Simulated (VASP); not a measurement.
# Al2Pt (Fm-3m) in VASP: a series of runs, part 2 of 2

VASP 6.6.1.

**5. Relaxation of cell and atoms, PBE, target pressure 5 GPa, at which the enthalpy is minimised**

This run uses another cell than the first one, of 17.20 Å³/atom, 1.017 times its volume.

Input file INCAR:

```
SYSTEM = Al2Pt
PREC = Accurate
ENCUT = 600
EDIFF = 1E-6
ISMEAR = -1
SIGMA = 0.05
LREAL = .FALSE.
LASPH = .TRUE.
NELM = 80
ALGO = Fast
ISIF = 3
LWAVE = .FALSE.
LCHARG = .FALSE.
GGA = PE
IBRION = 2
NSW = 60
EDIFFG = -0.01
PSTRESS = 50.0
```

Input file KPOINTS:

```
regular mesh
0
G
  8 8 8
  0 0 0
```

Input file POSCAR:

```
Al2Pt
1.0
    0.0000000000      2.9550000000      2.9550000000
    2.9550000000      0.0000000000      2.9550000000
    2.9550000000      2.9550000000      0.0000000000
Pt Al
1 2
Direct
    0.0000000000      0.0000000000      0.0000000000
    0.7500000000      0.7500000000      0.7500000000
    0.2500000000      0.2500000000      0.2500000000
```

Potentials or basis: VASP PAW PBE potentials, release 64 (Pt, Al).

Command:

```console
> cat potpaw_PBE.64/Pt/POTCAR potpaw_PBE.64/Al/POTCAR > POTCAR
> mpirun -np 1 vasp_std > vasp.out
```

OUTCAR:

```text
SYSTEM = Al2Pt
   PREC = Accurate
   ENCUT = 600
   EDIFF = 1E-6
   ISMEAR = -1
   LREAL = .FALSE.
   LASPH = .TRUE.
   NELM = 80
   ISIF = 3
   GGA = PE
   IBRION = 2
   NSW = 60
   EDIFFG = -0.01
   PSTRESS = 50.0

 ion  position               nearest neighbor table
   1  0.000  0.000  0.000-   2 2.56   2 2.56   2 2.56   2 2.56   3 2.56   3 2.56   3 2.56   3 2.56

   2  0.750  0.750  0.750-   1 2.56   1 2.56   1 2.56   1 2.56   3 2.96   3 2.96   3 2.96   3 2.96
                             3 2.96   3 2.96
   3  0.250  0.250  0.250-   1 2.56   1 2.56   1 2.56   1 2.56   2 2.96   2 2.96   2 2.96   2 2.96
                             2 2.96   2 2.96

  LATTYP: Found a face centered cubic cell.
 ALAT       =     5.9100000000

  Lattice vectors:

 A1 = (   0.0000000000,   2.9550000000,   2.9550000000)
 A2 = (   2.9550000000,   0.0000000000,   2.9550000000)
 A3 = (   2.9550000000,   2.9550000000,   0.0000000000)

Analysis of symmetry for initial positions (statically):
=====================================================================
 Subroutine PRICEL returns:
 Original cell was already a primitive cell.

 Routine SETGRP: Setting up the symmetry group for a
 face centered cubic supercell.

 Subroutine GETGRP returns: Found 48 space group operations
 (whereof 48 operations were pure point group operations)
 out of a pool of 48 trial point group operations.

The static configuration has the point symmetry O_h .

Analysis of symmetry for dynamics (positions and initial velocities):
=====================================================================
 Subroutine PRICEL returns:
 Original cell was already a primitive cell.

 Routine SETGRP: Setting up the symmetry group for a
 face centered cubic supercell.

 Subroutine GETGRP returns: Found 48 space group operations
 (whereof 48 operations were pure point group operations)
 out of a pool of 48 trial point group operations.

The dynamic configuration has the point symmetry O_h .

 Subroutine INISYM returns: Found 48 space group operations
[... 131 lines left out ...]
 non-spin polarized calculation
 RMM-DIIS sequential band-by-band and
  energy-cutoff  :      600.00
  volume of cell :       51.61
 maximum number of plane-waves:      1759
 NGX is ok and might be reduce to    36
   NGX = 17   NGY = 17   NGZ = 17

--------------------------------------- Ionic step        1  -------------------------------------------

 number of electron      16.0000001 magnetization

 Free energy of the ion-electron system (eV)
  ---------------------------------------------------
  ext. energy  EPLUGINS =         0.00000000
  ---------------------------------------------------
  free energy    TOTEN  =       -16.23849829 eV

  energy without entropy =      -16.22595553  energy(sigma->0) =      -16.23222691

------------------------ aborting loop because EDIFF is reached ----------------------------------------

  FORCE on cell =-STRESS in cart. coord.  units (eV):
  Direction    XX          YY          ZZ          XY          YZ          ZX
  --------------------------------------------------------------------------------------
  -------------------------------------------------------------------------------------
  Total        0.7583295      0.7583295      0.7583295      0.0000000      0.0000000     -0.0000000
  in kB       23.5432318     23.5432318     23.5432318      0.0000000      0.0000000     -0.0000000
  external PRESSURE =     -26.4567682 kB  Pullay stress =      50.0000000 kB
[... 65 lines left out ...]
--------------------------------------- Ionic step        3  -------------------------------------------

 number of electron      15.9999999 magnetization

 Free energy of the ion-electron system (eV)
  ---------------------------------------------------
  ext. energy  EPLUGINS =         0.00000000
  ---------------------------------------------------
  free energy    TOTEN  =       -16.21739102 eV

  energy without entropy =      -16.20506258  energy(sigma->0) =      -16.21122680

 E-fermi :   8.0888     XC(G=0): -10.7813

 val. band max:        8.0221975691   @ k =   0.3750   0.2500   0.0000
 cond. band min:       8.1170860004   @ k =  -0.3750   0.1250   0.0000
 fundamental gap:      0.0948884313
 Fermi energy:         8.0887891440

 k-point     1 :       0.0000    0.0000    0.0000
  band No.  band energies     occupation
      1      -2.2425      2.00000
      2       2.9678      2.00000
      3       2.9678      2.00000
      4       2.9678      2.00000
      5       4.3453      2.00000
      6       4.3453      2.00000
      7      11.2086      0.00000
      8      11.9521      0.00000
      9      11.9521      0.00000
     10      11.9521      0.00000
     11      13.6296      0.00000
     12      13.6296      0.00000
[... 331 lines left out ...]
 k-point    24 :      -0.3750    0.2500    0.1250
  band No.  band energies     occupation
      1       0.7201      2.00000
      2       1.9661      2.00000
      3       3.1254      2.00000
      4       3.6313      2.00000
      5       3.9034      2.00000
      6       4.5574      2.00000
      7       4.8286      2.00000
      8       7.1369      2.00000
      9       8.2382      0.09594
     10      12.0254      0.00000
     11      13.4087      0.00000
     12      15.0412      0.00000

 [... further k-points ...]
[... 5 lines left out ...]
  --------------------------------------------------------------------------------------
  -------------------------------------------------------------------------------------
  Total        1.5674952      1.5674952      1.5674952     -0.0000000      0.0000000     -0.0000000
  in kB       49.5547407     49.5547407     49.5547407     -0.0000000      0.0000000     -0.0000000
  external PRESSURE =      -0.4452593 kB  Pullay stress =      50.0000000 kB
[... 22 lines left out ...]
  energy  without entropy=      -16.2050625761  energy(sigma->0) =      -16.21122680

  enthalpy is  TOTEN    =       -14.6358115565 eV   P V=        1.5815794662

 reached required accuracy - stopping structural energy minimisation
```

OSZICAR:

```text
N       E                     dE             d eps       ncg     rms          rms(c)
DAV:   1     0.580176611524E+02    0.58018E+02   -0.73435E+03   696   0.128E+03
DAV:   2    -0.144273289581E+02   -0.72445E+02   -0.65301E+02   820   0.201E+02
DAV:   3    -0.167845526661E+02   -0.23572E+01   -0.23131E+01   856   0.349E+01
[... 28 lines left out ...]
RMM:   4    -0.162173845337E+02    0.43786E-03   -0.32168E-03   696   0.371E-01    0.495E-02
RMM:   5    -0.162173796408E+02    0.48928E-05   -0.64891E-04   696   0.180E-01    0.423E-02
RMM:   6    -0.162173880933E+02   -0.84525E-05   -0.12057E-04   701   0.885E-02    0.748E-03
RMM:   7    -0.162173905865E+02   -0.24932E-05   -0.27190E-05   701   0.384E-02    0.772E-03
RMM:   8    -0.162173910227E+02   -0.43621E-06   -0.41484E-06   561   0.156E-02
   3 F= -.14635812E+02 E0= -.14629647E+02  d E =-.781751E-02
```

It took 3 min on 1 thread of AMD EPYC 7R13, shared host; peak memory 0.19 GiB.

Results:

```
Free energy                                            : -16.2174 eV
Relaxed volume                                         : 16.89 Å³/atom
Relaxed cell                                           : a = 4.154 Å, b = 4.154 Å, c = 4.154 Å, α = 60.00°, β = 60.00°, γ = 60.00°
Space group after relaxing (to 0.05 Å)                 : Fm-3m (No. 225)
Energy change on relaxing (the enthalpy is what falls) : +7.0 meV/atom
Ionic steps                                            : 3
Pressure after relaxing                                : 5.0 GPa
Band gap on the k mesh                                 : zero (band 8 reaches 11.95 eV, above the bottom of band 9 at 6.47 eV)
```

Step by step:
| step | energy change (eV) | largest force (eV/Å) | pressure (GPa) | volume (Å³) |
| --- | --- | --- | --- | --- |
| 1 | 0.0000 | 0.0000 | 2.35 | 51.61 |
| 2 | 0.0707 | 0.0000 | 8.72 | 49.51 |
| 3 | 0.0211 | 0.0000 | 4.96 | 50.68 |

Final structure:
```yaml
crystal:
  lattice:
    - [0.00000, 2.93720, 2.93720]
    - [2.93720, 0.00000, 2.93720]
    - [2.93720, 2.93720, 0.00000]
  atoms:
    - { symbol: Pt, position: [0.00000, 0.00000, 0.00000] }
    - { symbol: Al, position: [0.75000, 0.75000, 0.75000] }
    - { symbol: Al, position: [0.25000, 0.25000, 0.25000] }
```

Caveat: the cell is relaxed towards a set pressure, so the enthalpy falls and the energy may rise; spin-orbit coupling is left out, which moves the levels of the heavy elements.

**6. Summary**

| task | cell | cutoff (eV) | gap on the mesh (eV) | pressure (GPa) |
| --- | --- | --- | --- | --- |
| single point | a = 4.155 Å, angles 60.0°, 3 atoms | 520 | none | 4.8 |
| single point | a = 4.184 Å, angles 60.0°, 3 atoms | 520 | none | 1.8 |
| relaxation of cell and atoms | relaxed to 2 GPa from a = 4.179 Å, angles 60.0°, 3 atoms | 600 | none | 2.0 |
| relaxation of cell and atoms | relaxed to 5 GPa from a = 4.179 Å, angles 60.0°, 3 atoms | 600 | none | 5.0 |

Alike in all rows: level PBE; potentials or basis VASP PAW PBE potentials, release 64 (Pt, Al); no spin polarisation; k mesh 8 × 8 × 8; smearing fermi-dirac 0.05 eV.

Caveats: spin-orbit coupling is left out, which moves the levels of the heavy elements; the cell is relaxed towards a set pressure, so the enthalpy falls and the energy may rise (some runs).

Absolute energies hang on the potentials; compare differences alone.
